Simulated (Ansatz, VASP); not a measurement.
# P in VASP and in Ansatz

```
P
1.0
     3.29619    0.00000    0.00000
     0.00000    4.43916    0.00000
     0.00000    0.00000   21.74620
P
8
Direct
  0.50000 0.91750 0.20693
  0.00000 0.58250 0.20693
  0.50000 0.08250 0.30456
  0.00000 0.41750 0.30456
  0.00000 0.45750 0.47517
  0.50000 0.79250 0.47517
  0.00000 0.29250 0.57280
  0.50000 0.95750 0.57280
```

Alike in both runs: task single point; functional PBE; dispersion D3(BJ); k mesh 8 × 6 × 1; occupations gaussian, width 0.05 eV; no spin polarisation.

|  | VASP | Ansatz |
| --- | --- | --- |
| version | VASP 6.6.1 | Ansatz 0.2.0 |
| potentials or method | VASP PAW PBE potentials, release 64 (P), cutoff 520 eV | scalar-relativistic, plane waves, PAW |
| valence electrons in the cell | 40 | 40 |

```csv
,VASP,Ansatz,Ansatz less VASP
gap on the k mesh at the Fermi level (eV),0.44,0.43,-0.014
least direct gap on the mesh (eV),0.44,0.43,-0.014
rms of the force components (eV/Å),0.036,0.048,+0.0128
```

Atom by atom the forces differ by 0.031 eV/Å (rms over components).
